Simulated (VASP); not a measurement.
Wanted: the native input for a VASP 6.6.1 run.

- Task: single point
- Functional: PBE
- Potentials or basis: VASP PAW PBE potentials, release 64 (Mg, Be, Te)
- Cutoff: 520 eV
- k mesh: 4 × 4 × 2
- Occupations: gaussian, width 0.1 eV
- Spin: no spin polarisation
- Dipole correction: no
- Further INCAR settings: ALGO = Normal; EDIFF = 1e-06; NBANDS = 21

The structure of MgBe2Te3 lies in POSCAR:

```
MgBe2Te3
1.0
    3.7767200900      0.0000000000      0.0000000000
    0.0000000000      3.7767200900      0.0000000000
    0.0000000000      0.0000000000      8.2197210000
Mg Be Te
1 2 3
Direct
    0.5000000000      0.5000000000      0.6236239100
    0.5000000000      0.5000000000      0.2665635600
    0.0000000000      0.0000000000      0.7339377400
    0.5000000000      0.0000000000      0.9983087800
    0.0000000000      0.5000000000      0.9983087800
    0.0000000000      0.0000000000      0.3792572600
```

These files were run (other wordings do the same):

INCAR

```
  ALGO = Normal
  EDIFF = 1E-6
  ENCUT = 520
  GGA = PE
  ISIF = 2
  ISMEAR = 0
  LASPH = True
  LCHARG = True
  LELF = True
  LREAL = False
  LVHAR = True
  LWAVE = False
  NBANDS = 21
  NELM = 100
  PREC = Accurate
  SIGMA = 0.1
```

KPOINTS

```
k-points
0
Gamma
  4 4 2
```

Potentials or basis: VASP PAW PBE potentials, release 64 (Mg, Be, Te).

Launch:

```sh
$ cat potpaw_PBE.64/Mg/POTCAR potpaw_PBE.64/Be/POTCAR potpaw_PBE.64/Te/POTCAR > POTCAR
$ mpirun -np 1 vasp_std > vasp.out
```

It gave:

```
Pressure               : 15.9 GPa
Largest force          : 1.174 eV/Å
Band gap on the k mesh : zero (band 12 reaches 8.34 eV, above the bottom of band 13 at 7.64 eV)
```

Caveat: the k points lie up to 0.42 Å⁻¹ apart; spin-orbit coupling is left out, which moves the levels of the heavy elements; forces of over 1 eV/Å act on the atoms, so gaps and moduli don't describe the material at rest.

It took 22 s on 1 thread of AMD EPYC 9R45 96-Core Processor (Zen 5), on a shared host, peak memory 0.19 GiB.
